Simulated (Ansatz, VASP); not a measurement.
## HfO2 in VASP and in Ansatz

File INCAR:

```
SYSTEM = HfO2
ALGO     = Normal         ! electronic algorithm
EDIFF    = 1E-6           ! SCF threshold, eV
ENCUT    = 520            ! plane-wave cutoff, eV
GGA      = PS             ! functional
ISIF     = 2              ! what is computed and relaxed
ISMEAR   = 0              ! smearing method
LASPH    = .True.         ! aspherical terms in the spheres
LCHARG   = .False.        ! write CHGCAR
LREAL    = .False.        ! projectors in reciprocal space
LWAVE    = .False.        ! write WAVECAR
NBANDS   = 18             ! bands
NELM     = 80             ! most SCF steps
PREC     = Accurate       ! precision mode
SIGMA    = 0.05           ! smearing width, eV
```

KPOINTS

```
k-points
0
Gamma
  8 8 8
  0 0 0
```

Contents of POSCAR:

```
HfO2
1.0
    0.0000000000      2.4876741990      2.4876741990
    2.4876741990      0.0000000000      2.4876741990
    2.4876741990      2.4876741990      0.0000000000
Hf O
1 2
Direct
    0.0000000000      0.0000000000      0.0000000000
    0.2500000000      0.2500000000      0.2500000000
    0.7500000000      0.7500000000      0.7500000000
```

Input for Ansatz:

```yaml
crystal:
  lattice:
    - [0.0, 2.487674199, 2.487674199]
    - [2.487674199, 0.0, 2.487674199]
    - [2.487674199, 2.487674199, 0.0]
  atoms:
    - { symbol: Hf, position: [0.0, 0.0, 0.0] }
    - { symbol: O, position: [0.25, 0.25, 0.25] }
    - { symbol: O, position: [0.75, 0.75, 0.75] }
basis:
  ecutwfc: 420
  ecutrho_ratio: 4
kpoints:
  mp_grid: { grid: [8, 8, 8] }
hamiltonian:
  xc: pbesol
scf:
  occupations: { method: gaussian, width: 0.05 }
output:
  forces: true
  stress: true
  eigenvalues: true
```

Alike in both runs: task single point; functional PBEsol; k mesh 8 × 8 × 8; occupations gaussian, width 0.05 eV; no spin polarisation.

|  | VASP | Ansatz |
| --- | --- | --- |
| version | VASP 6.6.1 | Ansatz 0.2.0 |
| potentials or method | VASP PAW PBE potentials, release 64 (Hf_pv, O), cutoff 520 eV | scalar-relativistic, plane waves, PAW |
| valence electrons in the cell | 22 | 38 |

|  | VASP | Ansatz | Ansatz less VASP |
| --- | --- | --- | --- |
| gap on the k mesh at the Fermi level (eV) | 3.82 | 3.78 | -0.037 |
| least direct gap on the mesh (eV) | 3.82 | 3.78 | -0.037 |
| pressure (GPa) | 7.8 | 11.8 | +4.05 |

VASP's potentials were made for PBE, not for PBEsol. One of these differences is far larger than is usual between the two programs; its cause wasn't traced. VASP's potentials hold 22 valence electrons a cell and Ansatz's 38, so a difference there can come from the potentials and not from the codes.

Spin-orbit coupling is off throughout.
